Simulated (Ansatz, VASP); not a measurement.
## SnTe in VASP and in Ansatz

```
Te Sn
1.0
     0.00000    3.61115    3.61115
     3.61115    0.00000    3.61115
     3.61115    3.61115    0.00000
Te Sn
1 1
Direct
  0.75000 0.75000 0.75000
  0.00000 0.00000 0.00000
```

Alike in both runs: task single point; functional PBE; k mesh 7 × 7 × 7; occupations gaussian, width 0.02 eV; no spin polarisation.

|  | VASP | Ansatz |
| --- | --- | --- |
| version | VASP 6.6.1 | Ansatz 0.2.0 |
| potentials or method | VASP PAW PBE potentials, release 64 (Te, Sn_d), cutoff 520 eV | all-electron LAPW, scalar-relativistic |

```csv
,VASP,Ansatz,Ansatz less VASP
gap on the k mesh at the Fermi level (eV),0.33,0.33,+0.002
least direct gap on the mesh (eV),0.83,0.83,+0.001
pressure (GPa),-0.1,0.0,+0.02
```

Ansatz ran all-electron here, and VASP with PAW potentials.

Spin-orbit coupling is off throughout.
